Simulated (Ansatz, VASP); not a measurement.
**One calculation of CsSnBr3, two programs**

The input INCAR:

```
SYSTEM = CsSnBr3
ALGO = Normal ; EDIFF = 1E-7
EDIFFG = -0.005 ; ENCUT = 500
GGA = PE ; GGA_COMPAT = .FALSE.
IBRION = 2 ; ISIF = 3
ISMEAR = 0 ; LASPH = .TRUE.
LCHARG = .FALSE. ; LREAL = .FALSE.
LWAVE = .FALSE. ; NELM = 120
NELMIN = 4 ; NSW = 100
PREC = Accurate ; SIGMA = 0.02
```

File KPOINTS:

```
k-points
0
G
  6 6 6
  0 0 0
```

The input POSCAR:

```
CsSnBr3
1.0
    5.8390056100      0.0000000000      0.0000000000
    0.0000000000      5.8390056100      0.0000000000
    0.0000000000      0.0000000000      5.8390056100
Cs Sn Br
1 1 3
Direct
    0.0000000000      0.0000000000      0.0000000000
    0.5000000000      0.5000000000      0.5000000000
    0.5000000000      0.0000000000      0.5000000000
    0.5000000000      0.5000000000      0.0000000000
    0.0000000000      0.5000000000      0.5000000000
```

Input for Ansatz:

```yaml
crystal:
  lattice:
    - [5.83900561, 0.0, 0.0]
    - [0.0, 5.83900561, 0.0]
    - [0.0, 0.0, 5.83900561]
  atoms:
    - { symbol: Cs, position: [0.0, 0.0, 0.0] }
    - { symbol: Sn, position: [0.5, 0.5, 0.5] }
    - { symbol: Br, position: [0.5, 0.0, 0.5] }
    - { symbol: Br, position: [0.5, 0.5, 0.0] }
    - { symbol: Br, position: [0.0, 0.5, 0.5] }
basis:
  ecutwfc: 420
kpoints:
  mp_grid: { grid: [6, 6, 6] }
hamiltonian:
  xc: pbe
scf:
  occupations: { method: gaussian, width: 0.02 }
output:
  forces: true
  stress: true
  eigenvalues: true
  write_density: true
  write_potential: true
  elf: true
  volumetric_format: npy
relax:
  adjacent_minimum: "off"
  f_tol: 0.005
  max_steps: 80
  cell: { stress_tol: 0.05 }
```

Alike in both runs: task relaxation of cell and atoms; functional PBE; k mesh 6 × 6 × 6; occupations gaussian, width 0.02 eV; no spin polarisation.

|  | VASP | Ansatz |
| --- | --- | --- |
| version | VASP 6.6.1 | Ansatz 0.2.0 |
| potentials or method | VASP PAW PBE potentials, release 64 (Cs_sv, Sn_d, Br), cutoff 500 eV | scalar-relativistic, plane waves, PAW |
| valence electrons in the cell | 44 | 44 |

Ansatz gave:

```
gap on the k mesh at the Fermi level, each at its own relaxed structure (eV) : 0.65
relaxed volume (Å³/atom)                                                     : 40.98
relaxed cell length with the largest relative difference (Å)                 : 5.895
```

Task: Which values does VASP return?

Result: gap on the k mesh at the Fermi level, each at its own relaxed structure (eV): 0.65; relaxed volume (Å³/atom): 41.01; relaxed cell length with the largest relative difference (Å): 5.897.

Spin-orbit coupling is off throughout.
